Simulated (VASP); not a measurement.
# BeHgF6 (R-3) in VASP: single point with r2SCAN

Aim: the single point of BeHgF6 with r2SCAN.

All numbers are computed with VASP 6.6.1; they aren't measurements. Logs are shortened: lines on timing, memory, paths and dates and some standing lists are left out, and cuts for length are marked.

**1. The cell of the first run**

Symmetry: R-3, No. 148, trigonal system. The conventional cell has a = 4.492 Å, b = 4.492 Å, c = 12.453 Å, α = 90.00°, β = 90.00°, γ = 120.00°. Within 2.2 Å of F (site symmetry 1) lie 1 Be at 1.67 Å and 1 Hg at 2.06 Å. Within 2.2 Å of Be (site symmetry -3) lie 6 F at 1.67 Å. Hg (site symmetry -3) has 6 F at 2.06 Å within 2.7 Å.

**2. Single point, r2SCAN**

POSCAR

```
BeHgF6
1.0
    4.4916292395      0.0000002549      0.0000001587
   -2.2458148405      3.8898648983     -0.0000014539
    0.0000000005     -2.5932418838      4.1509589697
F Be Hg
6 1 1
Direct
    0.2077905083      0.8038907660      0.7743602254
    0.9704694594      0.1782599677      0.7743602254
    0.5961002577      0.5665697172      0.7743602254
    0.7922094917      0.1961092340      0.2256397746
    0.0295305406      0.8217400323      0.2256397746
    0.4038997423      0.4334302828      0.2256397746
    0.0000000000      0.0000000000      0.0000000000
    0.5000000000      0.0000000000      0.5000000000
```

INCAR.step1

```
SYSTEM = BeHgF6
PREC = Accurate ; ENCUT = 520
ISMEAR = -1 ; SIGMA = 0.1
LREAL = .FALSE. ; LASPH = .TRUE.
NELM = 60 ; NBANDS = 38
GGA = PE ; ALGO = Normal
EDIFF = 1E-4 ; LWAVE = .TRUE.
LCHARG = .FALSE.
```

INCAR.step2

```
SYSTEM = BeHgF6
PREC = Accurate ; ENCUT = 520
EDIFF = 1E-7 ; ISMEAR = -1
SIGMA = 0.1 ; LREAL = .FALSE.
LASPH = .TRUE. ; NELM = 60
ALGO = Normal ; ISIF = 2
LWAVE = .FALSE. ; LCHARG = .TRUE.
METAGGA = R2SCAN ; LMIXTAU = .TRUE.
LELF = .TRUE. ; LVHAR = .TRUE.
NBANDS = 38 ; ISTART = 1
```

KPOINTS

```
regular mesh
0
G
  5 5 5
  0 0 0
```

Potentials or basis: VASP PAW PBE potentials, release 64 (F, Be, Hg).

The run is started by

```sh
> cat potpaw_PBE.64/F/POTCAR potpaw_PBE.64/Be/POTCAR potpaw_PBE.64/Hg/POTCAR > POTCAR
> cp INCAR.step1 INCAR
> mpirun -np 1 vasp_std > vasp.out
> cp INCAR.step2 INCAR
> mpirun -np 1 vasp_std > vasp.out
```

OUTCAR:

```text
SYSTEM = BeHgF6
   PREC = Accurate
   ENCUT = 520
   EDIFF = 1E-7
   ISMEAR = -1
   LREAL = .FALSE.
   LASPH = .TRUE.
   NELM = 60
   ISIF = 2
   METAGGA = R2SCAN
   ISTART = 1

 ion  position               nearest neighbor table
   1  0.208  0.804  0.774-   7 1.67   8 2.06
   2  0.970  0.178  0.774-   7 1.67   8 2.06
   3  0.596  0.567  0.774-   7 1.67   8 2.06
   4  0.792  0.196  0.226-   7 1.67   8 2.06
   5  0.030  0.822  0.226-   7 1.67   8 2.06
   6  0.404  0.433  0.226-   7 1.67   8 2.06
   7  0.000  0.000  0.000-   3 1.67   6 1.67   4 1.67   1 1.67   5 1.67   2 1.67
   8  0.500  0.000  0.500-   2 2.06   5 2.06   4 2.06   1 2.06   3 2.06   6 2.06

  LATTYP: Found a trigonal (rhomboedric) cell.
 ALAT       =     4.8944217060
 COS(alpha) =     0.5789098975

  Lattice vectors:

 A1 = (   0.0000000005,  -2.5932418838,   4.1509589697)
 A2 = (   2.2458143995,   1.2966232694,   4.1509576745)
 A3 = (  -2.2458148400,   1.2966230145,   4.1509575158)

Analysis of symmetry for initial positions (statically):
=====================================================================
 Subroutine PRICEL returns:
 Original cell was already a primitive cell.

 Routine SETGRP: Setting up the symmetry group for a
 trigonal (rhombohedral) supercell.

 Subroutine GETGRP returns: Found  6 space group operations
 (whereof  6 operations were pure point group operations)
 out of a pool of 12 trial point group operations.

The static configuration has the point symmetry S_6 .

Analysis of symmetry for dynamics (positions and initial velocities):
=====================================================================
 Subroutine PRICEL returns:
 Original cell was already a primitive cell.

 Routine SETGRP: Setting up the symmetry group for a
 trigonal (rhombohedral) supercell.

 Subroutine GETGRP returns: Found  6 space group operations
 (whereof  6 operations were pure point group operations)
 out of a pool of 12 trial point group operations.

The dynamic configuration has the point symmetry S_6 .

 Subroutine INISYM returns: Found  6 space group operations
 (whereof  6 operations are pure point group operations),
 and found     1 'primitive' translations

----------------------------------------------------------------------------------------

                                     Primitive cell

  volume of cell :      72.5248

  direct lattice vectors                    reciprocal lattice vectors
     4.491629239  0.000000255  0.000000159     0.222636353  0.128539205  0.080302709
    -2.245814841  3.889864898 -0.000001454    -0.000000020  0.257078386  0.160605403
     0.000000001 -2.593241884  4.150958970    -0.000000009  0.000000085  0.240908240

  length of vectors
     4.491629240  4.491629239  4.894421706     0.269328421  0.303122734  0.240908240

  position of ions in fractional coordinates (direct lattice)
     0.207790508  0.803890766  0.774360225
     0.970469459  0.178259968  0.774360225
     0.596100258  0.566569717  0.774360225
     0.792209492  0.196109234  0.225639775
     0.029530541  0.821740032  0.225639775
     0.403899742  0.433430283  0.225639775
     0.000000000  0.000000000  0.000000000
     0.500000000  1.000000000  0.500000000

  ion indices of the primitive-cell ions
   primitive index   ion index
                 1           1
                 2           2
                 3           3
                 4           4
                 5           5
                 6           6
                 7           7
                 8           8

----------------------------------------------------------------------------------------

 KPOINTS: regular mesh

Automatic generation of k-mesh.
 Grid dimensions read from file:
 generate k-points for:    5    5    5

 Generating k-lattice:

  Cartesian coordinates                     Fractional coordinates (reciprocal lattice)
     0.044527271  0.025707841  0.016060542     0.200000000  0.000000000  0.000000000
    -0.000000004  0.051415677  0.032121081     0.000000000  0.200000000 -0.000000000
    -0.000000002  0.000000017  0.048181648    -0.000000000  0.000000000  0.200000000

  Length of vectors
     0.053865684  0.060624547  0.048181648

  Shift w.r.t. Gamma in fractional coordinates (k-lattice)
     0.000000000  0.000000000  0.000000000

 Subroutine IBZKPT returns following result:
 ===========================================

 Found     23 irreducible k-points:

 Following reciprocal coordinates:
            Coordinates               Weight
  0.000000  0.000000  0.000000      1.000000
  0.200000 -0.000000  0.000000      6.000000
  0.400000 -0.000000  0.000000      6.000000
 -0.000000  0.200000  0.000000      6.000000
  0.200000  0.200000 -0.000000      6.000000
 -0.400000  0.200000 -0.200000      6.000000
[... 15 lines left out ...]
  0.000000  0.000000  0.400000      2.000000
  0.200000 -0.000000  0.400000      6.000000
   k-points           NKPTS =     23   k-points in BZ     NKDIM =     23   number of bands    NBANDS=     38
   number of dos      NEDOS =    301   number of ions     NIONS =      8
   total plane-waves  NPLWV =  46656
   dimension x,y,z NGX =    36 NGY =   36 NGZ =   36
   dimension x,y,z NGXF=    72 NGYF=   72 NGZF=   72
   ions per type =               6   1   1
   NGX,Y,Z   is equivalent  to a cutoff of  13.32, 13.32, 12.23 a.u.
   NGXF,Y,Z  is equivalent  to a cutoff of  26.65, 26.65, 24.46 a.u.
 SYSTEM =  BeHgF6
   PREC   = accura    normal or accurate (medium, high low for compatibility)
   ISTART =      1    job   : 0-new  1-cont  2-samecut
   ICHARG =      0    charge: 1-file 2-atom 10-const
   ISPIN  =      1    spin polarized calculation?
   LNONCOLLINEAR =      F non collinear calculations
   LSORBIT =      F    spin-orbit coupling
   LASPH  =      T    aspherical Exc in radial PAW
   ENCUT  =  520.0 eV  38.22 Ry    6.18 a.u.   8.35  8.35  9.10*2*pi/ulx,y,z
   NELM   =     60;   NELMIN=  2; NELMDL=  0     # of ELM steps
   EDIFF  = 0.1E-06   stopping-criterion for ELM
   LREAL  =      F    real-space projection
   EDIFFG = 0.1E-05   stopping-criterion for IOM
   NSW    =      0    number of steps for IOM
   IBRION =     -1    ionic relax: 0-MD 1-quasi-New 2-CG
   NFREE  =      0    steps in history (QN), initial steepest desc. (CG)
   ISIF   =      2    stress and relaxation
   ISYM   =      2    0-nonsym 1-usesym 2-fastsym
   POTIM  = 0.5000    time-step for ionic-motion
   TEBEG  =    0.0;   TEEND  =   0.0 temperature during run
   PSTRESS=    0.0 pullay stress
   NELECT =      56.0000    total number of electrons
   NUPDOWN=      -1.0000    fix difference up-down
   EMIN   =  10.00;   EMAX   =-10.00  energy-range for DOS
   EFERMI =   0.00;   METHOD = LEGACY
   ISMEAR =    -1;   SIGMA  =   0.10  broadening in eV -4-tet -1-fermi 0-gaus
   EFERMI_NEDOS =   21; number of points for ismear=-14 and -15
   IALGO  =     38    algorithm
   IMIX   =      4    mixing-type and parameters
     AMIX     =   0.40;   BMIX     =  1.00
     AMIX_MAG =   1.60;   BMIX_MAG =  1.00
  volume/ion in A,a.u.               =       9.07        61.18
  Fermi-wavevector in a.u.,A,eV,Ry     =   1.501903  2.838185 30.690838  2.255713
  Thomas-Fermi vector in A             =   2.613213
   LORBIT       =      0    0 simple, 1 ext, 2 COOP (PROOUT), +10 PAW based schemes
   METAGGA = R2SCAN    functional components
   LHFCALC =     F    Hartree Fock is set to
   AEXX    =    0.0000 exact exchange contribution
   IVDW    =     0    specifies the selected vdW correction
   LEPSILON=     F    determine dielectric tensor
   LRPA    =     F    only Hartree local field effects (RPA)
 non-spin polarized calculation
  energy-cutoff  :      520.00
  volume of cell :       72.52
 maximum number of plane-waves:      1983
 NGX is ok and might be reduce to    36
   NGX = 17   NGY = 17   NGZ = 19

 number of electron      55.9999974 magnetization

 Free energy of the ion-electron system (eV)
  ---------------------------------------------------
  ext. energy  EPLUGINS =         0.00000000
  ---------------------------------------------------
  free energy    TOTEN  =       -85.03727725 eV

  energy without entropy =      -84.78999267  energy(sigma->0) =      -84.91363496

 E-fermi :   0.3963     XC(G=0): -11.9896

 val. band max:        0.3938538201   @ k =   0.4000   0.2000   0.2000
 cond. band min:       0.4231480436   @ k =  -0.4000   0.2000  -0.2000
 fundamental gap:      0.0292942235
 Fermi energy:         0.3963385740

 k-point     1 :       0.0000    0.0000    0.0000
  band No.  band energies     occupation
      1     -24.0221      2.00000
      2     -22.5000      2.00000
      3     -22.2997      2.00000
      4     -22.2997      2.00000
      5     -22.2561      2.00000
      6     -22.2561      2.00000
[... 30 lines left out ...]
     37      18.4810      0.00000
     38      18.5172      0.00000

 k-point     2 :       0.2000   -0.0000    0.0000
  band No.  band energies     occupation
      1     -23.8764      2.00000
      2     -22.5546      2.00000
      3     -22.5166      2.00000
      4     -22.3985      2.00000
      5     -22.1667      2.00000
      6     -22.1557      2.00000
[... 30 lines left out ...]
     37      18.4612      0.00000
     38      18.5831      0.00000

 k-point     3 :       0.4000   -0.0000    0.0000
  band No.  band energies     occupation
      1     -23.5096      2.00000
      2     -22.9347      2.00000
      3     -22.5548      2.00000
      4     -22.4929      2.00000
      5     -22.1652      2.00000
      6     -22.0653      2.00000
[... 30 lines left out ...]
     37      18.7140      0.00000
[... 740 lines left out ...]
 k-point    22 :       0.0000    0.0000    0.4000
  band No.  band energies     occupation
      1     -23.6252      2.00000
      2     -22.9852      2.00000
      3     -22.5584      2.00000
      4     -22.5584      2.00000
      5     -21.9819      2.00000
      6     -21.9819      2.00000
[... 30 lines left out ...]
     37      18.0744      0.00000
     38      18.6654      0.00000

 k-point    23 :       0.2000   -0.0000    0.4000
  band No.  band energies     occupation
      1     -23.4767      2.00000
      2     -22.9668      2.00000
      3     -22.6791      2.00000
      4     -22.5594      2.00000
      5     -22.0242      2.00000
      6     -22.0160      2.00000
[... 30 lines left out ...]
     37      18.4223      0.00000
     38      18.9182      0.00000

------------------------ aborting loop because EDIFF is reached ----------------------------------------

  FORCE on cell =-STRESS in cart. coord.  units (eV):
  Direction    XX          YY          ZZ          XY          YZ          ZX
  --------------------------------------------------------------------------------------
  -------------------------------------------------------------------------------------
  Total       10.1913034     10.1913034     10.0391607     -0.0000045     -0.0000001      0.0000000
  in kB      225.1404525    225.1404525    221.7794041     -0.0001000     -0.0000012      0.0000001
  external PRESSURE =     224.0201031 kB  Pullay stress =       0.0000000 kB

 VOLUME and BASIS-vectors are now :
 -----------------------------------------------------------------------------
  energy-cutoff  :      520.00
  volume of cell :       72.52
      direct lattice vectors                 reciprocal lattice vectors
     4.491629239  0.000000255  0.000000159     0.222636353  0.128539205  0.080302709
    -2.245814841  3.889864898 -0.000001454    -0.000000020  0.257078386  0.160605403
     0.000000001 -2.593241884  4.150958970    -0.000000009  0.000000085  0.240908240

 POSITION                                       TOTAL-FORCE (eV/Angst)
 -----------------------------------------------------------------------------------
     -0.87207      1.11892      3.21434        -0.086226     -0.196900      0.133189
      3.95865     -1.31470      3.21434         0.213633      0.023776      0.133189
      1.40505      0.19578      3.21434        -0.127408      0.173124      0.133189
      3.11789      0.17770      0.93662         0.086226      0.196900     -0.133189
     -1.71284      2.61132      0.93662        -0.213633     -0.023776     -0.133189
      0.84076      1.10085      0.93662         0.127408     -0.173124     -0.133189
      0.00000      0.00000      0.00000         0.000000     -0.000000      0.000000
      2.24581     -1.29662      2.07548         0.000000     -0.000000      0.000000
 -----------------------------------------------------------------------------------
    total drift:                                0.000000     -0.000000      0.000000

  FREE ENERGIE OF THE ION-ELECTRON SYSTEM (eV)
  ---------------------------------------------------
  free  energy   TOTEN  =       -85.0372772527 eV

  energy  without entropy=      -84.7899926733  energy(sigma->0) =      -84.91363496
```

It took 4.5 min on 1 thread of AMD EPYC 9R14 (Zen 4), shared host; peak memory 0.22 GiB.

What came out:

| Item | Value |
| --- | --- |
| Free energy | -85.0373 eV |
| Pressure | 22.4 GPa |
| Largest force | 0.253 eV/Å |
| Band gap on the k mesh | zero (band 28 reaches 0.47 eV, above the bottom of band 29 at 0.42 eV) |

Forces on the atoms (eV/Å):
```
F   -0.086 -0.197  0.133
F    0.214  0.024  0.133
F   -0.127  0.173  0.133
F    0.086  0.197 -0.133
F   -0.214 -0.024 -0.133
F    0.127 -0.173 -0.133
Be   0.000  0.000  0.000
Hg   0.000  0.000  0.000
```

Levels at points of the mesh, in eV from the Fermi level:
```csv
k point,band 26,band 27,band 28,band 29,band 30,band 31
"(0.00, 0.00, 0.00)",-1.20,-1.08,0.04,0.04,5.42,12.09
```

Caveat: the k points lie up to 0.38 Å⁻¹ apart; the PAW data sets were made with another functional, which shifts forces and pressure a little; spin-orbit coupling is left out, which moves the levels of the heavy elements.
